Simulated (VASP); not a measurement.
Set up this calculation in VASP 6.6.1, as the native input.

```
Task                   : relaxation of cell and atoms
Functional             : PBE
Potentials or basis    : VASP PAW PBE potentials, release 64 (Li_sv, P)
Cutoff                 : 600 eV
k mesh                 : 6 × 6 × 14
Occupations            : gaussian, width 0.1 eV
Spin                   : no spin polarisation
Dipole correction      : no
Further INCAR settings : ALGO = Normal; EDIFF = 1e-06; IBRION = 2; EDIFFG = -0.01; NSW = 100; ISIF = 3
```

The structure of LiP2 lies in POSCAR:

```
LiP2
1.0
    6.3830083766      0.0000000000      0.0000000000
    0.0000000000      6.3830083766      0.0000000000
    0.0000000000      0.0000000000      2.5706040606
Li P
2 4
Direct
    0.5000000000      0.5000000000      0.0000000000
    0.0000000000      0.0000000000      0.0000000000
    0.8827577719      0.6172422281      0.0000000000
    0.1172422281      0.3827577719      0.0000000000
    0.6172422281      0.1172422281      0.0000000000
    0.3827577719      0.8827577719      0.0000000000
```

These files were run (other wordings do the same):

INCAR

```
ALGO = Normal ; EDIFF = 1E-6
EDIFFG = -0.01 ; ENCUT = 600
GGA = PE ; IBRION = 2
ISIF = 3 ; ISMEAR = 0
LASPH = True ; LCHARG = False
LREAL = False ; LWAVE = False
NELM = 100 ; NSW = 100
PREC = Accurate ; SIGMA = 0.1
```

KPOINTS

```
k-points
0
Gamma
  6 6 14
```

Potentials or basis: VASP PAW PBE potentials, release 64 (Li_sv, P).

Command:

```sh
$ cat potpaw_PBE.64/Li_sv/POTCAR potpaw_PBE.64/P/POTCAR > POTCAR
$ mpirun -np 1 vasp_std > vasp.out
```

Results of the run:

The relaxed volume is 17.20 Å³/atom, the relaxed cell is a = 6.408 Å, b = 6.408 Å, c = 2.514 Å, α = 90.00°, β = 90.00°, γ = 90.00° and the space group after relaxing (to 0.05 Å) is P4/mbm (No. 127). The energy gained by relaxing is 2.6 meV/atom. The ionic steps are 10. The pressure after relaxing is 0.0 GPa. The largest force after relaxing is 0.003 eV/Å and the band gap on the k mesh is zero (band 13 reaches 7.85 eV, above the bottom of band 14 at 3.56 eV).

Caveat: the cutoff is under 1.25 times the usual one of these potentials, so pressure, stress and relaxed cells hold a basis-set (Pulay) error.

Wall time 7.5 min on 1 thread of Intel(R) Xeon(R) 6975P-C (Granite Rapids) (shared host), peak memory 0.34 GiB.
